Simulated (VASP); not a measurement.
SnSe2: single point with PBE

Crystal: SnSe2.

```
Sn Se
1.0
     3.82515    0.00000    0.00000
    -1.91257    3.31268    0.00000
     0.00000    0.00000    6.35162
Sn Se
1 2
Cartesian
  0.0000 0.0000 0.0000
  0.0000 2.2085 1.5789
  1.9126 1.1042 4.7727
```

This cell differs from its parent crystal: uniaxial z strain +2.0%.

```
Program             : VASP 6.6.1
Task                : single point
Functional          : PBE
Potentials or basis : VASP PAW PBE potentials, release 64 (Sn_d, Se)
Cutoff              : 520 eV
k mesh              : 6 × 6 × 2
Occupations         : gaussian, width 0.01 eV
Spin                : no spin polarisation
```

The pressure is 2.6 GPa, the largest force is 0.257 eV/Å and the band gap on the k mesh is 0.75 eV, indirect (least direct gap 1.26 eV).

Forces on the atoms (eV/Å):
```
Sn   0.000  0.000  0.000
Se   0.000  0.000  0.257
Se   0.000  0.000 -0.257
```

Stress tensor (GPa, compression positive):
```
2.74 0.00 0.00
0.00 2.74 0.00
0.00 0.00 2.37
```

Levels at points of the mesh, in eV from the valence-band top:
| k point | band 11 | band 12 | band 13 | band 14 | band 15 | band 16 |
| --- | --- | --- | --- | --- | --- | --- |
| (0.00, 0.00, 0.00) | -0.21 | -0.21 | -0.18 | 1.08 | 3.12 | 4.69 |
| (0.50, 0.00, 0.00) | -2.38 | -1.12 | -0.24 | 1.14 | 3.82 | 5.43 |
| (0.00, 0.00, 0.50) | -0.58 | -0.09 | -0.09 | 2.42 | 3.04 | 4.48 |
| (0.50, 0.00, 0.50) | -1.99 | -0.75 | -0.56 | 0.75 | 4.22 | 4.78 |

Wall time 22 s on 1 thread of AMD EPYC 9R45 (Zen 5) (shared host), peak memory 0.15 GiB.

Caveat: the k points lie up to 0.49 Å⁻¹ apart; the cell differs from its parent crystal (uniaxial z strain +2.0%); spin-orbit coupling is left out, which moves the levels of the heavy elements; this functional lacks dispersion, which binds the layers, so the pressure and a relaxed spacing across them are unreliable. A k mesh can miss the band edges.
